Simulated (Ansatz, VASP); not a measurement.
**Rh: VASP beside Ansatz**

Contents of INCAR:

```
SYSTEM = Rh
PREC = Accurate
ENCUT = 500
EDIFF = 1E-6
ISMEAR = 0
SIGMA = 0.15
LREAL = .FALSE.
LASPH = .TRUE.
NELM = 120
ALGO = Normal
ISIF = 2
LWAVE = .FALSE.
LCHARG = .TRUE.
GGA = PS
LELF = .TRUE.
LVHAR = .TRUE.
NBANDS = 22
GGA_COMPAT = .FALSE.
```

The input KPOINTS:

```
Automatic mesh
0
G
  18 18 12
  0 0 0
```

File POSCAR:

```
Rh
1.0
    2.6490496710      0.0000000000      0.0000000000
   -1.3245248355      2.2941443109      0.0000000000
    0.0000000000      0.0000000000      4.4284890000
Rh
2
Direct
    0.6666666667      0.3333333333      0.7500000000
    0.3333333333      0.6666666667      0.2500000000
```

Input for Ansatz:

```yaml
crystal:
  lattice:
    - [2.649049671, 0.0, 0.0]
    - [-1.3245248355, 2.2941443109, 0.0]
    - [0.0, 0.0, 4.428489]
  atoms:
    - { symbol: Rh, position: [0.6666666667, 0.3333333333, 0.75] }
    - { symbol: Rh, position: [0.3333333333, 0.6666666667, 0.25] }
basis:
  ecutwfc: 420
kpoints:
  mp_grid: { grid: [18, 18, 12] }
hamiltonian:
  xc: pbesol
scf:
  occupations: { method: gaussian, width: 0.15 }
output:
  forces: true
  stress: true
  eigenvalues: true
```

Change from the starting cell: strain -0.030 along x and y, +0.000 along z, atoms carried along.

Alike in both runs: task single point; functional PBEsol; k mesh 18 × 18 × 12; occupations gaussian, width 0.15 eV; no spin polarisation.

|  | VASP | Ansatz |
| --- | --- | --- |
| version | VASP 6.6.1 | Ansatz 0.2.0 |
| potentials or method | VASP PAW PBE potentials, release 64 (Rh_pv), cutoff 500 eV | scalar-relativistic, plane waves, PAW |
| valence electrons in the cell | 30 | 34 |

VASP gave:

```
gap on the k mesh at the Fermi level (eV)                     : none
pressure (GPa)                                                : 2.4
traceless stress, the component that is largest in VASP (GPa) : -7.10
```

**Question.** Estimate Ansatz's values.

**Answer.** gap on the k mesh at the Fermi level (eV): none; pressure (GPa): 2.4; traceless stress, the component that is largest in VASP (GPa): -7.08.

VASP's potentials were made for PBE, not for PBEsol. A gap of «none» marks a metal or a gap that the smearing closes. The functional is the same, so the differences come from potentials, cutoffs and numerics. VASP's potentials hold 30 valence electrons a cell and Ansatz's 34, so a difference there can come from the potentials and not from the codes.
